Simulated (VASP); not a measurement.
SnSe:

```
CELL_PARAMETERS angstrom
0.00000 3.39084 3.39084
3.39084 0.00000 3.39084
3.39084 3.39084 0.00000
ATOMIC_POSITIONS crystal
Sn 0.00000 0.00000 0.00000
Se 0.75000 0.75000 0.75000
```

Base run:

* Program: VASP 6.6.1
* Functional: PBE
* Potentials or basis: VASP PAW PBE potentials, release 64 (Sn_d, Se)
* Cutoff: 520 eV
* k mesh: 7 × 7 × 7
* Occupations: fermi-dirac, width 0.05 eV
* Spin: no spin polarisation

Its results: band gap on the k mesh 0.30 eV, indirect (least direct gap 0.73 eV); pressure 0.0 GPa.

**Question.** The run is repeated on the same cell with these changes: dispersion from none to D3(BJ). What comes out?

**Answer.** Band gap on the k mesh 0.30 eV, indirect (least direct gap 0.73 eV); pressure -0.9 GPa.

Dispersion adds attraction, which lowers the pressure at fixed volume and, as a term added to the energy, leaves the levels alone.

Caveats: spin-orbit coupling is left out, which moves the levels of the heavy elements; three body term missing (some runs).

A k mesh can miss the band edges.
